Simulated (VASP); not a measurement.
Here is a VASP 6.6.1 calculation.

INCAR

```
SYSTEM = AlN
PREC     = Accurate       ! precision mode
ENCUT    = 520            ! plane-wave cutoff, eV
EDIFF    = 1E-6           ! SCF threshold, eV
ISMEAR   = -1             ! smearing method
SIGMA    = 0.05           ! smearing width, eV
LREAL    = .FALSE.        ! projectors in reciprocal space
LASPH    = .TRUE.         ! aspherical terms in the spheres
NELM     = 60             ! most SCF steps
ALGO     = Normal         ! electronic algorithm
ISIF     = 2              ! what is computed and relaxed
LWAVE    = .FALSE.        ! write WAVECAR
LCHARG   = .FALSE.        ! write CHGCAR
GGA      = PE             ! functional
NBANDS   = 36             ! bands
```

Contents of KPOINTS:

```
regular mesh
0
G
  8 8 2
  0 0 0
```

Contents of POSCAR:

```
AlN
1.0
    2.1839935596     -2.1839935596      0.0000000000
    2.1839935596      0.0000000000     -2.1839935596
    9.4641176912      8.3719025120      8.3719025120
Al N
6 6
Direct
    0.6562534733      0.6562534733      0.0624666667
   -0.1493298600     -0.1493298600      0.8958000000
    0.2951368067      0.2951368067      0.2291333333
    0.5729034733      0.5729034733      0.5624666667
   -0.0659798600     -0.0659798600      0.3958000000
    0.2117868067      0.2117868067      0.7291333333
    0.5937409733      0.5937409733      0.4374666667
    0.9548576400      0.9548576400      0.2708000000
    0.2326243067      0.2326243067      0.6041333333
    0.5103909733      0.5103909733      0.9374666667
   -0.1284923600     -0.1284923600      0.7708000000
    0.3159743067      0.3159743067      0.1041333333
```

Potentials or basis: VASP PAW PBE potentials, release 64 (Al, N).

Command:

```bash
$ cat potpaw_PBE.64/Al/POTCAR potpaw_PBE.64/N/POTCAR > POTCAR
$ mpirun -np 1 vasp_std > vasp.out
```

Task: What does it give for the band gap on the k mesh?

Result: 2.82 eV, indirect (least direct gap 3.08 eV).

Task: What does it give for the largest force?

Result: 1.640 eV/Å.

Task: What does it give for the pressure?

Result: 4.2 GPa.

Stress tensor (GPa, compression positive):
```
-1.54  0.14  0.14
 0.14  7.02  4.42
 0.14  4.42  7.02
```

Caveat: forces of over 1 eV/Å act on the atoms, so gaps and moduli don't describe the material at rest. As with any semilocal functional, this PBE gap is likely too small.
